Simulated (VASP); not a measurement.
# YHg (Pm-3m) in VASP: notebook, part 3 of 3

VASP 6.6.1. The steps go on from the part before.

### 7 Electric field gradients, LDA (volume scaled by 1.06)

INCAR reads:

```
ALGO = Normal
EDIFF = 1E-8
ENCUT = 520
ISIF = 2
ISMEAR = -1
LASPH = T
LCHARG = F
LEFG = T
LREAL = F
LWAVE = F
NBANDS = 18
NELM = 60
PREC = Accurate
SIGMA = 0.08
```

KPOINTS reads:

```
k-points
0
Gamma
  11 11 11
```

POSCAR reads:

```
YHg
1.0
    3.7542144122      0.0000000000      0.0000000000
    0.0000000000      3.7542144122      0.0000000000
    0.0000000000      0.0000000000      3.7542144122
Y Hg
1 1
Direct
    0.5000000000      0.5000000000      0.5000000000
    0.0000000000      0.0000000000      0.0000000000
```

Potentials or basis: VASP PAW LDA potentials, release 64 (Y_sv, Hg).

Run with:

```
$ cat potpaw_LDA.64/Y_sv/POTCAR potpaw_LDA.64/Hg/POTCAR > POTCAR
$ mpirun -np 1 vasp_std > vasp.out
```

OUTCAR:

```text
EDIFF = 1E-8
   ENCUT = 520
   ISIF = 2
   ISMEAR = -1
   LASPH = T
   LREAL = F
   NELM = 60
   PREC = Accurate

 ion  position               nearest neighbor table
   1  0.500  0.500  0.500-   2 3.25   2 3.25   2 3.25   2 3.25   2 3.25   2 3.25   2 3.25   2 3.25

   2  0.000  0.000  0.000-   1 3.25   1 3.25   1 3.25   1 3.25   1 3.25   1 3.25   1 3.25   1 3.25

  LATTYP: Found a simple cubic cell.
 ALAT       =     3.7542144122

  Lattice vectors:

 A1 = (   3.7542144122,   0.0000000000,   0.0000000000)
 A2 = (   0.0000000000,   3.7542144122,   0.0000000000)
 A3 = (   0.0000000000,   0.0000000000,   3.7542144122)

Analysis of symmetry for initial positions (statically):
=====================================================================
 Subroutine PRICEL returns:
 Original cell was already a primitive cell.

 Routine SETGRP: Setting up the symmetry group for a
 simple cubic supercell.

 Subroutine GETGRP returns: Found 48 space group operations
 (whereof 48 operations were pure point group operations)
 out of a pool of 48 trial point group operations.

The static configuration has the point symmetry O_h .

Analysis of symmetry for dynamics (positions and initial velocities):
=====================================================================
 Subroutine PRICEL returns:
 Original cell was already a primitive cell.

 Routine SETGRP: Setting up the symmetry group for a
 simple cubic supercell.

 Subroutine GETGRP returns: Found 48 space group operations
 (whereof 48 operations were pure point group operations)
 out of a pool of 48 trial point group operations.

The dynamic configuration has the point symmetry O_h .

 Subroutine INISYM returns: Found 48 space group operations
 (whereof 48 operations are pure point group operations),
 and found     1 'primitive' translations

----------------------------------------------------------------------------------------

                                     Primitive cell

  volume of cell :      52.9124

  direct lattice vectors                    reciprocal lattice vectors
     3.754214412  0.000000000  0.000000000     0.266367312  0.000000000  0.000000000
     0.000000000  3.754214412  0.000000000     0.000000000  0.266367312  0.000000000
     0.000000000  0.000000000  3.754214412     0.000000000  0.000000000  0.266367312

  length of vectors
     3.754214412  3.754214412  3.754214412     0.266367312  0.266367312  0.266367312

  position of ions in fractional coordinates (direct lattice)
     0.500000000  0.500000000  0.500000000
     0.000000000  0.000000000  0.000000000

  ion indices of the primitive-cell ions
   primitive index   ion index
                 1           1
                 2           2

----------------------------------------------------------------------------------------

 KPOINTS: k-points

Automatic generation of k-mesh.
 Grid dimensions read from file:
[... 71 lines left out ...]
   ISIF   =      2    stress and relaxation
   ISYM   =      2    0-nonsym 1-usesym 2-fastsym
   POTIM  = 0.5000    time-step for ionic-motion
   TEBEG  =    0.0;   TEEND  =   0.0 temperature during run
   PSTRESS=    0.0 pullay stress
   NELECT =      23.0000    total number of electrons
   NUPDOWN=      -1.0000    fix difference up-down
   EMIN   =  10.00;   EMAX   =-10.00  energy-range for DOS
   EFERMI =   0.00;   METHOD = LEGACY
   ISMEAR =    -1;   SIGMA  =   0.08  broadening in eV -4-tet -1-fermi 0-gaus
   EFERMI_NEDOS =   21; number of points for ismear=-14 and -15
   IALGO  =     38    algorithm
   IMIX   =      4    mixing-type and parameters
     AMIX     =   0.40;   BMIX     =  1.00
     AMIX_MAG =   1.60;   BMIX_MAG =  1.00
  volume/ion in A,a.u.               =      26.46       178.54
  Fermi-wavevector in a.u.,A,eV,Ry     =   1.240124  2.343494 20.924495  1.537907
  Thomas-Fermi vector in A             =   2.374578
   LORBIT       =      0    0 simple, 1 ext, 2 COOP (PROOUT), +10 PAW based schemes
   GGA     = CA    functional components
   LHFCALC =     F    Hartree Fock is set to
   AEXX    =    0.0000 exact exchange contribution
   IVDW    =     0    specifies the selected vdW correction
   LEPSILON=     F    determine dielectric tensor
   LRPA    =     F    only Hartree local field effects (RPA)
 non-spin polarized calculation
  energy-cutoff  :      520.00
  volume of cell :       52.91
 maximum number of plane-waves:      1438
 NGX is ok and might be reduce to    28
   NGX = 13   NGY = 13   NGZ = 13

 number of electron      23.0000004 magnetization

 Free energy of the ion-electron system (eV)
  ---------------------------------------------------
  ext. energy  EPLUGINS =         0.00000000
  ---------------------------------------------------
  free energy    TOTEN  =        -9.11229136 eV

  energy without entropy =       -9.06765343  energy(sigma->0) =       -9.08997240

 E-fermi :   3.4496     XC(G=0): -10.5951

 val. band max:        3.4455080646   @ k =   0.3636   0.2727   0.0000
 cond. band min:       3.5248220341   @ k =   0.1818   0.1818   0.0000
 fundamental gap:      0.0793139694
 Fermi energy:         3.4496074980

 k-point     1 :       0.0000    0.0000    0.0000
  band No.  band energies     occupation
      1     -39.6310      2.00000
      2     -19.6318      2.00000
      3     -19.6318      2.00000
      4     -19.6318      2.00000
      5      -4.2568      2.00000
      6      -4.1106      2.00000
[... 481 lines left out ...]
      5      -3.9850      2.00000
      6      -3.8712      2.00000
[... 10 lines left out ...]
     17       9.5677      0.00000
     18      10.4988      0.00000

 [... further k-points ...]

------------------------ aborting loop because EDIFF is reached ----------------------------------------

  FORCE on cell =-STRESS in cart. coord.  units (eV):
  Direction    XX          YY          ZZ          XY          YZ          ZX
  --------------------------------------------------------------------------------------
  -------------------------------------------------------------------------------------
  Total       -2.1837624     -2.1837624     -2.1837624     -0.0000000     -0.0000000      0.0000000
  in kB      -66.1239426    -66.1239426    -66.1239426     -0.0000000     -0.0000000      0.0000000
  external PRESSURE =     -66.1239426 kB  Pullay stress =       0.0000000 kB

 VOLUME and BASIS-vectors are now :
 -----------------------------------------------------------------------------
  energy-cutoff  :      520.00
  volume of cell :       52.91
      direct lattice vectors                 reciprocal lattice vectors
     3.754214412  0.000000000  0.000000000     0.266367312  0.000000000  0.000000000
     0.000000000  3.754214412  0.000000000     0.000000000  0.266367312  0.000000000
     0.000000000  0.000000000  3.754214412     0.000000000  0.000000000  0.266367312

 POSITION                                       TOTAL-FORCE (eV/Angst)
 -----------------------------------------------------------------------------------
      1.87711      1.87711      1.87711         0.000000      0.000000      0.000000
      0.00000      0.00000      0.00000         0.000000      0.000000      0.000000
 -----------------------------------------------------------------------------------
    total drift:                               -0.000000      0.000000      0.000000

  FREE ENERGIE OF THE ION-ELECTRON SYSTEM (eV)
  ---------------------------------------------------
  free  energy   TOTEN  =        -9.1122913647 eV

  energy  without entropy=       -9.0676534275  energy(sigma->0) =       -9.08997240

 Electric field gradients (V/A^2)
---------------------------------------------------------------------
 ion       V_xx      V_yy      V_zz      V_xy      V_xz      V_yz
---------------------------------------------------------------------
   1       0.000     0.000    -0.000     0.000    -0.000    -0.000
   2       0.000     0.000     0.000     0.000    -0.000     0.000
---------------------------------------------------------------------

 Electric field gradients after diagonalization (V/A^2)
 (convention: |V_zz| > |V_xx| > |V_yy|)
----------------------------------------------------------------------
 ion       V_xx      V_yy      V_zz     asymmetry (V_yy - V_xx)/ V_zz
----------------------------------------------------------------------
   1       0.000     0.000    -0.000       0.209
   2       0.000     0.000     0.000      -0.322
----------------------------------------------------------------------

           NMR quadrupolar parameters

 Cq : quadrupolar parameter    Cq=e*Q*V_zz/h
 eta: asymmetry parameters     (V_yy - V_xx)/ V_zz
 Q  : nuclear electric quadrupole moment in mb (millibarn)
----------------------------------------------------------------------
 ion       Cq(MHz)       eta       Q (mb)
----------------------------------------------------------------------
   1      -0.000       0.209       1.000
   2       0.000      -0.322       1.000
----------------------------------------------------------------------
```

OSZICAR:

```text
N       E                     dE             d eps       ncg     rms          rms(c)
DAV:   1     0.136411644443E+03    0.13641E+03   -0.11748E+04  2016   0.121E+03
DAV:   2    -0.318658372793E+01   -0.13960E+03   -0.13530E+03  2182   0.305E+02
DAV:   3    -0.953966335030E+01   -0.63531E+01   -0.63028E+01  3206   0.539E+01
DAV:   4    -0.966895530037E+01   -0.12929E+00   -0.12895E+00  2396   0.573E+00
DAV:   5    -0.967101238097E+01   -0.20571E-02   -0.20560E-02  2542   0.609E-01    0.264E+01
DAV:   6    -0.921324216319E+01    0.45777E+00   -0.71461E-01  2208   0.703E+00    0.165E+01
DAV:   7    -0.912320443415E+01    0.90038E-01   -0.58015E-01  2300   0.438E+00    0.258E+00
DAV:   8    -0.911328411627E+01    0.99203E-02   -0.46472E-02  2188   0.145E+00    0.418E-01
DAV:   9    -0.911231269475E+01    0.97142E-03   -0.73728E-03  2524   0.599E-01    0.116E-01
DAV:  10    -0.911229286639E+01    0.19828E-04   -0.29226E-04  2318   0.101E-01    0.371E-02
DAV:  11    -0.911229114359E+01    0.17228E-05   -0.17007E-05  2460   0.302E-02    0.736E-03
DAV:  12    -0.911229142626E+01   -0.28267E-06   -0.13158E-06  2754   0.698E-03    0.115E-02
DAV:  13    -0.911229136118E+01    0.65075E-07   -0.35961E-07  2208   0.371E-03    0.816E-04
DAV:  14    -0.911229136467E+01   -0.34875E-08   -0.13558E-08  1884   0.753E-04
   1 F= -.91122914E+01 E0= -.90899724E+01  d E =-.446379E-01
```

Wall time 17 s (1 thread of Intel Xeon 6975P-C (Granite Rapids), shared host); peak memory 0.19 GiB.

What came out:

```
Free energy : -9.1123 eV
Pressure    : -6.6 GPa
```

Caveat: without QUAD_EFG the Cq values of the log hold for a quadrupole moment of 1 mb, not for the nuclei; spin-orbit coupling is left out, which moves the levels of the heavy elements.

### 8 Summary

| cell | gap on the mesh (eV) | pressure (GPa) |
| --- | --- | --- |
| a = 3.706 Å, 2 atoms | none | -4.5 |
| a = 3.730 Å, 2 atoms | none | -5.6 |
| a = 3.754 Å, 2 atoms | none | -6.6 |

Alike in all rows: task electric field gradients; level LDA; potentials or basis VASP PAW LDA potentials, release 64 (Y_sv, Hg); no spin polarisation; k mesh 11 × 11 × 11; cutoff (eV) 520; smearing fermi-dirac 0.08 eV.

Caveats: spin-orbit coupling is left out, which moves the levels of the heavy elements.

Absolute energies hang on the potentials; compare differences alone.
